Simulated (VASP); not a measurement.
# BaTiO3 (Barioperovskite): single point with PBEsol

BaTiO3 (Barioperovskite):

```
Ba Ti O
1.0
     3.98550   -0.04982    0.00000
    -0.03546    2.83690    2.84515
     0.03546   -2.83690    2.84515
Ba Ti O
1 1 3
Direct
  0.00000 0.00000 0.00000
  0.50000 0.51240 0.51240
  0.00000 0.48740 0.48740
  0.50000 0.50524 0.99184
  0.50000 0.99184 0.50524
```

```yaml
Program: VASP 6.6.1
Task: single point
Functional: PBEsol
Potentials_or_basis: VASP PAW PBE potentials, release 64 (Ba_sv, Ti_sv, O)
Cutoff: 520 eV
k_mesh: 6 × 6 × 6
Occupations: fermi-dirac, width 0.05 eV
Spin: no spin polarisation
```

The pressure is -2.1 GPa, the largest force is 0.280 eV/Å and the band gap on the k mesh is 1.77 eV, indirect (least direct gap 1.96 eV).

Forces in eV/Å, atoms in the order of the input:
```
Ba   0.000  0.000  0.154
Ti   0.000  0.000  0.185
O    0.000  0.000  0.220
O   -0.007  0.011 -0.279
O    0.007 -0.011 -0.279
```

Stress tensor (GPa, compression positive):
```
-1.95  3.05  0.00
 3.05 -1.80  0.00
 0.00  0.00 -2.46
```

Levels at points of the mesh, in eV from the valence-band top:
| k point | band 16 | band 17 | band 18 | band 19 | band 20 | band 21 | band 22 | band 23 | band 24 | band 25 |
| --- | --- | --- | --- | --- | --- | --- | --- | --- | --- | --- |
| (0.00, 0.00, 0.00) | -1.15 | -1.11 | -0.39 | -0.25 | -0.19 | 1.77 | 1.88 | 2.02 | 4.04 | 4.08 |
| (0.50, 0.00, 0.00) | -2.04 | -1.84 | -1.76 | -0.84 | -0.79 | 2.01 | 3.50 | 3.58 | 4.02 | 5.87 |
| (0.00, 0.50, 0.00) | -1.97 | -1.87 | -1.71 | -0.88 | -0.71 | 2.06 | 3.52 | 3.56 | 4.07 | 5.99 |
| (0.50, 0.50, 0.00) | -2.71 | -1.74 | -0.93 | -0.87 | -0.09 | 3.53 | 3.57 | 3.94 | 4.77 | 7.66 |
| (0.00, 0.50, 0.50) | -2.73 | -1.69 | -0.92 | -0.88 | -0.15 | 3.52 | 3.59 | 3.94 | 4.89 | 7.70 |
| (0.50, 0.50, 0.50) | -2.42 | -2.35 | -0.06 | 0.00 | 0.00 | 4.16 | 4.18 | 4.23 | 6.50 | 6.52 |

It took 2.1 min on 1 thread of AMD EPYC 7R43 64-Core Processor (Zen 3), on a shared host, peak memory 0.22 GiB.

Caveat: the PAW data sets were made with another functional, which shifts forces and pressure a little; spin-orbit coupling is left out, which moves the levels of the heavy elements. A k mesh can miss the band edges.
